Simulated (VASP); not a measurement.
# BAs (I-4m2) in VASP: a series of runs

Aim: see how the results for BAs move with the level of theory and the settings. Levels: r2SCAN, PBE. Tasks: single point.

Everything below comes from runs of VASP 6.6.1. Logs are shortened: lines on timing, memory, paths and dates and some standing lists are left out, and cuts for length are marked.

### Step 1. The cell of the first run

Symmetry: I-4m2, No. 119, tetragonal system. Conventional cell: a = 3.383 Å, b = 3.383 Å, c = 4.927 Å, α = 90.00°, β = 90.00°, γ = 90.00°. B (site symmetry -4m2) has 4 As at 2.09 Å within 2.8 Å. As (site symmetry -4m2) has 4 B at 2.09 Å within 2.8 Å.

### Step 2. Single point, r2SCAN (uniaxial z strain +3.0%)

The input, POSCAR:

```
BAs
1.0
    0.0000000000      2.3918676041      2.4636236322
    2.3918676041      0.0000000000      2.4636236322
    2.3918676041      2.3918676041      0.0000000000
B As
1 1
Direct
    0.0000000000      0.0000000000      0.0000000000
    0.2500000000      0.2500000000      0.2500000000
```

The input, INCAR.step1:

```
  PREC = Accurate
  ENCUT = 520
  ISMEAR = 0
  SIGMA = 0.01
  LREAL = F
  LASPH = T
  NELM = 80
  NBANDS = 11
  GGA = PE
  ALGO = Normal
  EDIFF = 1E-4
  LWAVE = T
  LCHARG = F
```

The input, INCAR.step2:

```
  PREC = Accurate
  ENCUT = 520
  EDIFF = 1E-7
  ISMEAR = 0
  SIGMA = 0.01
  LREAL = F
  LASPH = T
  NELM = 80
  ALGO = Normal
  ISIF = 2
  LWAVE = F
  LCHARG = T
  METAGGA = R2SCAN
  LMIXTAU = T
  LELF = T
  LVHAR = T
  NBANDS = 11
  ISTART = 1
```

The input, KPOINTS:

```
Automatic mesh
0
Gamma
  10 10 10
```

Potentials or basis: VASP PAW PBE potentials, release 64 (B, As).

Command:

```console
cat potpaw_PBE.64/B/POTCAR potpaw_PBE.64/As/POTCAR > POTCAR
cp INCAR.step1 INCAR
mpirun -np 1 vasp_std > vasp.out
cp INCAR.step2 INCAR
mpirun -np 1 vasp_std > vasp.out
```

OUTCAR:

```text
PREC = Accurate
   ENCUT = 520
   EDIFF = 1E-7
   ISMEAR = 0
   LREAL = F
   LASPH = T
   NELM = 80
   ISIF = 2
   METAGGA = R2SCAN
   ISTART = 1

 ion  position               nearest neighbor table
   1  0.000  0.000  0.000-   2 2.09   2 2.09   2 2.09   2 2.09
   2  0.250  0.250  0.250-   1 2.09   1 2.09   1 2.09   1 2.09

  LATTYP: Found a body centered tetragonal cell.
 ALAT       =     3.3826116051
 C/A-ratio  =     1.4566399692

  Lattice vectors:

 A1 = (  -2.3918676041,   0.0000000000,   2.4636236322)
 A2 = (   2.3918676041,   0.0000000000,   2.4636236322)
 A3 = (   0.0000000000,   2.3918676041,  -2.4636236322)

Analysis of symmetry for initial positions (statically):
=====================================================================
 Subroutine PRICEL returns:
 Original cell was already a primitive cell.

 Routine SETGRP: Setting up the symmetry group for a
 body centered tetragonal supercell.

 Subroutine GETGRP returns: Found  8 space group operations
 (whereof  8 operations were pure point group operations)
 out of a pool of 16 trial point group operations.

The static configuration has the point symmetry D_2d.

Analysis of symmetry for dynamics (positions and initial velocities):
=====================================================================
 Subroutine PRICEL returns:
 Original cell was already a primitive cell.

 Routine SETGRP: Setting up the symmetry group for a
 body centered tetragonal supercell.

 Subroutine GETGRP returns: Found  8 space group operations
 (whereof  8 operations were pure point group operations)
 out of a pool of 16 trial point group operations.

The dynamic configuration has the point symmetry D_2d.

 Subroutine INISYM returns: Found  8 space group operations
 (whereof  8 operations are pure point group operations),
 and found     1 'primitive' translations

----------------------------------------------------------------------------------------

                                     Primitive cell

  volume of cell :      28.1889

  direct lattice vectors                    reciprocal lattice vectors
     0.000000000  2.391867604  2.463623632    -0.209041671  0.209041671  0.202953078
     2.391867604  0.000000000  2.463623632     0.209041671 -0.209041671  0.202953078
     2.391867604  2.391867604  0.000000000     0.209041671  0.209041671 -0.202953078

  length of vectors
     3.433725679  3.433725679  3.382611605     0.358590006  0.358590006  0.358590006

  position of ions in fractional coordinates (direct lattice)
     0.000000000  0.000000000  0.000000000
     0.250000000  0.250000000  0.250000000

  ion indices of the primitive-cell ions
   primitive index   ion index
                 1           1
                 2           2

----------------------------------------------------------------------------------------

 KPOINTS: Automatic mesh

Automatic generation of k-mesh.
 Grid dimensions read from file:
 generate k-points for:   10   10   10

 Generating k-lattice:

  Cartesian coordinates                     Fractional coordinates (reciprocal lattice)
    -0.020904167  0.020904167  0.020295308     0.100000000  0.000000000  0.000000000
     0.020904167 -0.020904167  0.020295308     0.000000000  0.100000000  0.000000000
     0.020904167  0.020904167 -0.020295308    -0.000000000 -0.000000000  0.100000000

  Length of vectors
     0.035859001  0.035859001  0.035859001

  Shift w.r.t. Gamma in fractional coordinates (k-lattice)
     0.000000000  0.000000000  0.000000000

 Subroutine IBZKPT returns following result:
 ===========================================

 Found    102 irreducible k-points:

 Following reciprocal coordinates:
            Coordinates               Weight
  0.000000  0.000000  0.000000      1.000000
  0.100000 -0.000000  0.000000      8.000000
  0.200000 -0.000000  0.000000      8.000000
  0.300000 -0.000000  0.000000      8.000000
  0.400000 -0.000000  0.000000      8.000000
  0.500000 -0.000000  0.000000      4.000000
[... 16 lines left out ...]
  0.300000  0.300000  0.000000      2.000000
  0.400000  0.300000  0.000000      8.000000
 [... further k-points ...]
   k-points           NKPTS =    102   k-points in BZ     NKDIM =    102   number of bands    NBANDS=     11
   number of dos      NEDOS =    301   number of ions     NIONS =      2
   total plane-waves  NPLWV =  21952
   dimension x,y,z NGX =    28 NGY =   28 NGZ =   28
   dimension x,y,z NGXF=    56 NGYF=   56 NGZF=   56
   ions per type =               1   1
   NGX,Y,Z   is equivalent  to a cutoff of  13.56, 13.56, 13.76 a.u.
   NGXF,Y,Z  is equivalent  to a cutoff of  27.11, 27.11, 27.52 a.u.
 SYSTEM =  unknown system
   PREC   = accura    normal or accurate (medium, high low for compatibility)
   ISTART =      1    job   : 0-new  1-cont  2-samecut
   ICHARG =      0    charge: 1-file 2-atom 10-const
   ISPIN  =      1    spin polarized calculation?
   LNONCOLLINEAR =      F non collinear calculations
   LSORBIT =      F    spin-orbit coupling
   LASPH  =      T    aspherical Exc in radial PAW
   ENCUT  =  520.0 eV  38.22 Ry    6.18 a.u.   6.38  6.38  6.29*2*pi/ulx,y,z
   NELM   =     80;   NELMIN=  2; NELMDL=  0     # of ELM steps
   EDIFF  = 0.1E-06   stopping-criterion for ELM
   LREAL  =      F    real-space projection
   EDIFFG = 0.1E-05   stopping-criterion for IOM
   NSW    =      0    number of steps for IOM
   IBRION =     -1    ionic relax: 0-MD 1-quasi-New 2-CG
   NFREE  =      0    steps in history (QN), initial steepest desc. (CG)
   ISIF   =      2    stress and relaxation
   ISYM   =      2    0-nonsym 1-usesym 2-fastsym
   POTIM  = 0.5000    time-step for ionic-motion
   TEBEG  =    0.0;   TEEND  =   0.0 temperature during run
   PSTRESS=    0.0 pullay stress
   NELECT =       8.0000    total number of electrons
   NUPDOWN=      -1.0000    fix difference up-down
   EMIN   =  10.00;   EMAX   =-10.00  energy-range for DOS
   EFERMI =   0.00;   METHOD = LEGACY
   ISMEAR =     0;   SIGMA  =   0.01  broadening in eV -4-tet -1-fermi 0-gaus
   EFERMI_NEDOS =   21; number of points for ismear=-14 and -15
   IALGO  =     38    algorithm
   IMIX   =      4    mixing-type and parameters
     AMIX     =   0.40;   BMIX     =  1.00
     AMIX_MAG =   1.60;   BMIX_MAG =  1.00
  volume/ion in A,a.u.               =      14.09        95.11
  Fermi-wavevector in a.u.,A,eV,Ry     =   1.075834  2.033032 15.747640  1.157419
  Thomas-Fermi vector in A             =   2.211702
   LORBIT       =      0    0 simple, 1 ext, 2 COOP (PROOUT), +10 PAW based schemes
   METAGGA = R2SCAN    functional components
   LHFCALC =     F    Hartree Fock is set to
   AEXX    =    0.0000 exact exchange contribution
   IVDW    =     0    specifies the selected vdW correction
   LEPSILON=     F    determine dielectric tensor
   LRPA    =     F    only Hartree local field effects (RPA)
 non-spin polarized calculation
 Gauss-broadening in eV      SIGMA  =   0.01
  energy-cutoff  :      520.00
  volume of cell :       28.19
 maximum number of plane-waves:       776
 NGX is ok and might be reduce to    28
   NGX = 13   NGY = 13   NGZ = 13

 number of electron       7.9999999 magnetization

 Free energy of the ion-electron system (eV)
  ---------------------------------------------------
  ext. energy  EPLUGINS =         0.00000000
  ---------------------------------------------------
  free energy    TOTEN  =       -22.23578197 eV

  energy without entropy =      -22.23578197  energy(sigma->0) =      -22.23578197

 E-fermi :   5.8123     XC(G=0): -10.9816

 val. band max:        5.7547503653   @ k =   0.0000   0.0000   0.0000
 cond. band min:       6.9288969153   @ k =   0.4000   0.0000   0.4000
 fundamental gap:      1.1741465500
 Fermi energy:         5.8122869689

 k-point     1 :       0.0000    0.0000    0.0000
  band No.  band energies     occupation
      1     -10.1892      2.00000
      2       5.4462      2.00000
      3       5.7548      2.00000
      4       5.7548      2.00000
      5       8.9968      0.00000
      6       8.9968      0.00000
      7       9.2030      0.00000
      8      10.3438      0.00000
      9      15.8544      0.00000
     10      18.5189      0.00000
     11      19.3711      0.00000

 k-point     2 :       0.1000   -0.0000    0.0000
  band No.  band energies     occupation
      1     -10.0218      2.00000
      2       4.1918      2.00000
      3       5.2449      2.00000
      4       5.4532      2.00000
      5       9.1721      0.00000
      6       9.4140      0.00000
      7       9.5762      0.00000
      8      11.3026      0.00000
      9      16.4848      0.00000
     10      17.6307      0.00000
     11      18.2948      0.00000

 k-point     3 :       0.2000   -0.0000    0.0000
  band No.  band energies     occupation
      1      -9.5287      2.00000
      2       1.7738      2.00000
      3       4.6228      2.00000
      4       4.8837      2.00000
      5       8.9490      0.00000
      6      10.1968      0.00000
      7      10.2595      0.00000
      8      13.1143      0.00000
      9      17.0022      0.00000
     10      17.4605      0.00000
     11      17.5713      0.00000

 k-point     4 :       0.3000   -0.0000    0.0000
  band No.  band energies     occupation
      1      -8.7489      2.00000
      2      -0.5657      2.00000
      3       4.0718      2.00000
      4       4.3845      2.00000
      5       8.6492      0.00000
      6      10.6335      0.00000
      7      10.7047      0.00000
      8      14.5842      0.00000
      9      17.3823      0.00000
     10      17.7630      0.00000
     11      17.9135      0.00000

 k-point     5 :       0.4000   -0.0000    0.0000
  band No.  band energies     occupation
      1      -7.8224      2.00000
      2      -2.4710      2.00000
      3       3.7152      2.00000
      4       4.0664      2.00000
      5       8.4430      0.00000
      6      10.6490      0.00000
      7      10.8062      0.00000
      8      15.1340      0.00000
      9      18.2305      0.00000
     10      19.1988      0.00000
     11      19.4701      0.00000
[... 211 lines left out ...]
 k-point    21 :      -0.3000    0.2000    0.0000
  band No.  band energies     occupation
      1      -7.5725      2.00000
      2      -1.6882      2.00000
      3       0.8051      2.00000
      4       3.8440      2.00000
      5       9.6609      0.00000
      6      11.8363      0.00000
      7      11.9804      0.00000
      8      14.0618      0.00000
      9      16.8519      0.00000
     10      18.4719      0.00000
     11      21.4622      0.00000

 k-point    22 :      -0.2000    0.2000    0.0000
  band No.  band energies     occupation
      1      -8.4536      2.00000
      2      -0.0901      2.00000
      3       1.3931      2.00000
      4       4.5061      2.00000
      5       9.9983      0.00000
      6      10.9415      0.00000
      7      11.6981      0.00000
      8      12.9873      0.00000
      9      16.0981      0.00000
     10      18.9171      0.00000
     11      20.4652      0.00000

 k-point    23 :       0.3000    0.3000    0.0000
  band No.  band energies     occupation
      1      -8.3068      2.00000
      2      -0.0132      2.00000
      3       2.5626      2.00000
      4       2.5626      2.00000
      5       7.5190      0.00000
      6       9.7039      0.00000
      7      14.3990      0.00000
      8      14.3990      0.00000
      9      16.8917      0.00000
     10      21.0578      0.00000
     11      21.5015      0.00000

 k-point    24 :       0.4000    0.3000    0.0000
  band No.  band energies     occupation
      1      -7.5848      2.00000
      2      -1.2353      2.00000
      3       1.7103      2.00000
      4       2.2720      2.00000
      5       7.8380      0.00000
      6       9.5255      0.00000
      7      14.7642      0.00000
      8      15.0850      0.00000
      9      18.0931      0.00000
     10      21.8029      0.00000
     11      22.1750      0.00000

 [... further k-points ...]

------------------------ aborting loop because EDIFF is reached ----------------------------------------

  FORCE on cell =-STRESS in cart. coord.  units (eV):
  Direction    XX          YY          ZZ          XY          YZ          ZX
  --------------------------------------------------------------------------------------
  -------------------------------------------------------------------------------------
  Total       -0.2654117     -0.2654117     -1.4374046      0.0000000     -0.0000000      0.0000000
  in kB      -15.0852348    -15.0852348    -81.6979170      0.0000000     -0.0000000      0.0000000
  external PRESSURE =     -37.2894622 kB  Pullay stress =       0.0000000 kB

 VOLUME and BASIS-vectors are now :
 -----------------------------------------------------------------------------
  energy-cutoff  :      520.00
  volume of cell :       28.19
      direct lattice vectors                 reciprocal lattice vectors
     0.000000000  2.391867604  2.463623632    -0.209041671  0.209041671  0.202953078
     2.391867604  0.000000000  2.463623632     0.209041671 -0.209041671  0.202953078
     2.391867604  2.391867604  0.000000000     0.209041671  0.209041671 -0.202953078

 POSITION                                       TOTAL-FORCE (eV/Angst)
 -----------------------------------------------------------------------------------
      0.00000      0.00000      0.00000        -0.000000     -0.000000     -0.000000
      1.19593      1.19593      1.23181         0.000000      0.000000      0.000000
 -----------------------------------------------------------------------------------
    total drift:                               -0.000000     -0.000000      0.000000

  FREE ENERGIE OF THE ION-ELECTRON SYSTEM (eV)
  ---------------------------------------------------
  free  energy   TOTEN  =       -22.2357819720 eV

  energy  without entropy=      -22.2357819720  energy(sigma->0) =      -22.23578197
```

Run time: 4 min. Hardware: 1 thread of AMD EPYC 7R43 (Zen 3), shared host; peak memory 0.15 GiB.

Results:

- Free energy: -22.2358 eV
- Pressure: -3.7 GPa
- Band gap on the k mesh: 1.17 eV, indirect (least direct gap 3.24 eV)

Stress tensor (GPa, compression positive):
```
-1.51  0.00  0.00
 0.00 -1.51  0.00
 0.00  0.00 -8.17
```

Caveat: the cell differs from its parent crystal (uniaxial z strain +3.0%); the PAW data sets were made with another functional, which shifts forces and pressure a little. A k mesh can miss the band edges.

### Step 3. Single point, r2SCAN (uniaxial z strain +4.0%)

The input, POSCAR:

```
BAs
1.0
    0.0000000000      2.3918676041      2.4875423082
    2.3918676041      0.0000000000      2.4875423082
    2.3918676041      2.3918676041      0.0000000000
B As
1 1
Direct
    0.0000000000      0.0000000000      0.0000000000
    0.2500000000      0.2500000000      0.2500000000
```

The input, INCAR.step1:

```
SYSTEM = BAs
PREC     = Accurate       ! precision mode
ENCUT    = 520            ! plane-wave cutoff, eV
ISMEAR   = 0              ! smearing method
SIGMA    = 0.01           ! smearing width, eV
LREAL    = .FALSE.        ! projectors in reciprocal space
LASPH    = .TRUE.         ! aspherical terms in the spheres
NELM     = 80             ! most SCF steps
NBANDS   = 11             ! bands
GGA      = PE             ! functional
ALGO     = Normal         ! electronic algorithm
EDIFF    = 1E-4           ! SCF threshold, eV
LWAVE    = .TRUE.         ! write WAVECAR
LCHARG   = .FALSE.        ! write CHGCAR
```

The input, INCAR.step2:

```
SYSTEM = BAs
PREC     = Accurate       ! precision mode
ENCUT    = 520            ! plane-wave cutoff, eV
EDIFF    = 1E-7           ! SCF threshold, eV
ISMEAR   = 0              ! smearing method
SIGMA    = 0.01           ! smearing width, eV
LREAL    = .FALSE.        ! projectors in reciprocal space
LASPH    = .TRUE.         ! aspherical terms in the spheres
NELM     = 80             ! most SCF steps
ALGO     = Normal         ! electronic algorithm
ISIF     = 2              ! what is computed and relaxed
LWAVE    = .FALSE.        ! write WAVECAR
LCHARG   = .TRUE.         ! write CHGCAR
METAGGA  = R2SCAN         ! meta-GGA
LMIXTAU  = .TRUE.       
LELF     = .TRUE.         ! ELF
LVHAR    = .TRUE.       
NBANDS   = 11             ! bands
ISTART   = 1
```

The input, KPOINTS:

```
Automatic mesh
0
G
  10 10 10
  0 0 0
```

Potentials or basis: VASP PAW PBE potentials, release 64 (B, As).

Command:

```console
cat potpaw_PBE.64/B/POTCAR potpaw_PBE.64/As/POTCAR > POTCAR
cp INCAR.step1 INCAR
mpirun -np 1 vasp_std > vasp.out
cp INCAR.step2 INCAR
mpirun -np 1 vasp_std > vasp.out
```

Wall time 3.9 min (1 thread of AMD EPYC 7R43 (Zen 3), shared host); peak memory 0.15 GiB.

The run converged. Its results:

```yaml
Free_energy: -22.2196 eV
Pressure: -4.9 GPa
Band_gap_on_the_k_mesh: 1.11 eV, indirect (least direct gap 3.18 eV)
```

Stress tensor (GPa, compression positive):
```
 -1.97   0.00   0.00
  0.00  -1.97   0.00
  0.00   0.00 -10.83
```

Levels at points of the mesh, in eV from the valence-band top:
```
           k point  band 1  band 2  band 3  band 4  band 5  band 6  band 7  band 8  band 9
(0.00, 0.00, 0.00)  -15.89   -0.41    0.00    0.00    3.18    3.18    3.45    4.42   10.02
(0.50, 0.00, 0.00)  -13.02   -9.05   -2.24   -1.75    2.49    4.82    5.03    9.36   13.10
(0.50, 0.50, 0.00)  -11.87   -9.15   -4.00   -4.00    1.84    1.94   11.55   11.55   13.06
(0.50, 0.00, 0.50)  -11.56   -8.84   -4.41   -4.34    1.38    1.43   11.27   11.82   13.39
```

Caveat: the cell differs from its parent crystal (uniaxial z strain +4.0%); the PAW data sets were made with another functional, which shifts forces and pressure a little. A k mesh can miss the band edges.

(Continued in part 2 of 2.)
